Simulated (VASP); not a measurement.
A run of VASP 6.6.1 is set up as follows.

The input INCAR:

```
  PREC = Accurate
  ENCUT = 520
  EDIFF = 1E-8
  ISMEAR = -1
  SIGMA = 0.05
  LREAL = False
  LASPH = True
  NELM = 100
  ALGO = Normal
  ISIF = 2
  LWAVE = False
  LCHARG = False
  GGA = PS
  LEFG = True
  NBANDS = 11
```

Contents of KPOINTS:

```
Automatic mesh
0
Gamma
  11 11 11
```

POSCAR

```
Ca
1.0
    0.0000000000      2.8490021484      2.8490021484
    2.8490021484      0.0000000000      2.8490021484
    2.8490021484      2.8490021484      0.0000000000
Ca
1
Direct
    0.0000000000      0.0000000000      0.0000000000
```

Potentials or basis: VASP PAW PBE potentials, release 64 (Ca_sv).

The run is started by

```sh
$ cat potpaw_PBE.64/Ca_sv/POTCAR > POTCAR
$ mpirun -np 1 vasp_std > vasp.out
```

(1) Estimate the band gap on the k mesh.

(2) Estimate the pressure.

Answers

(1) zero (bands 5 and 6 overlap by 0.35 eV).

(2) -1.9 GPa.

Caveat: the PAW data sets were made with another functional, which shifts forces and pressure a little.
